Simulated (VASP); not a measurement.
**SnSe2: single point with LDA**

The system is SnSe2.

```xyz
3
Lattice="3.8110 0.0000 0.0000 -1.9055 3.3004 0.0000 0.0000 0.0000 6.1360" Properties=species:S:1:pos:R:3 pbc="T T T"
Sn    0.0000    0.0000    0.0000
Se    0.0000    2.2003    1.5279
Se    1.9055    1.1001    4.6081
```

```
Program             : VASP 6.6.1
Task                : single point
Functional          : LDA
Potentials or basis : VASP PAW LDA potentials, release 64 (Sn_d, Se)
Cutoff              : 520 eV
k mesh              : 6 × 6 × 4
Occupations         : gaussian, width 0.1 eV
Spin                : no spin polarisation
```

| Item | Value |
| --- | --- |
| Pressure | 1.0 GPa |
| Largest force | 0.497 eV/Å |
| Band gap on the k mesh | 0.69 eV (least direct gap 0.90 eV) |

Forces on the atoms (eV/Å):
```
Sn   0.000  0.000  0.000
Se   0.000  0.000  0.497
Se   0.000  0.000 -0.497
```

Stress tensor (GPa, compression positive):
```
0.51 0.00 0.00
0.00 0.51 0.00
0.00 0.00 2.02
```

Levels at points of the mesh, in eV from the valence-band top:
| k point | band 11 | band 12 | band 13 | band 14 | band 15 | band 16 |
| --- | --- | --- | --- | --- | --- | --- |
| (0.00, 0.00, 0.00) | -0.38 | -0.38 | 0.00 | 0.89 | 2.79 | 4.53 |
| (0.50, 0.00, 0.00) | -2.70 | -1.24 | -0.30 | 1.06 | 3.64 | 5.33 |
| (0.00, 0.00, 0.50) | -0.80 | -0.23 | -0.23 | 2.33 | 2.75 | 4.26 |
| (0.50, 0.00, 0.50) | -2.01 | -0.86 | -0.70 | 0.76 | 4.10 | 4.71 |

Run time: 14 s on 1 thread of AMD EPYC 9R45 96-Core Processor (Zen 5) (shared host), peak memory 0.15 GiB.

Caveat: semilocal functionals underestimate gaps, and a narrow one can read as zero; spin-orbit coupling is left out, which moves the levels of the heavy elements. A k mesh can miss the band edges.
